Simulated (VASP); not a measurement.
Input of a VASP 6.6.1 run:

The input INCAR:

```
SYSTEM = Pt
PREC = Accurate
ENCUT = 520
EDIFF = 1E-6
ISMEAR = 0
SIGMA = 0.1
LREAL = .False.
LASPH = .True.
NELM = 80
ALGO = Normal
ISIF = 2
LWAVE = .False.
LCHARG = .False.
GGA = PE
NBANDS = 11
```

The input KPOINTS:

```
regular mesh
0
Gamma
  20 20 20
  0 0 0
```

POSCAR

```
Pt
1.0
    2.6242107534      0.0000000000      0.0000000000
    0.0000000000      2.6242107534      0.0000000000
    0.0000000000      0.0000000000      2.6242107534
Pt
1
Direct
    0.5000000000      0.5000000000      0.5000000000
```

Potentials or basis: VASP PAW PBE potentials, release 64 (Pt).

Command:

```sh
$ cat potpaw_PBE.64/Pt/POTCAR > POTCAR
$ mpirun -np 1 vasp_std > vasp.out
```

(1) Estimate the pressure.

(2) What does it give for the band gap on the k mesh?

Results:

(1) -0.5 GPa.

(2) zero (band 5 reaches 10.22 eV, above the bottom of band 6 at 7.08 eV).

Caveat: spin-orbit coupling is left out, which moves the levels of the heavy elements.
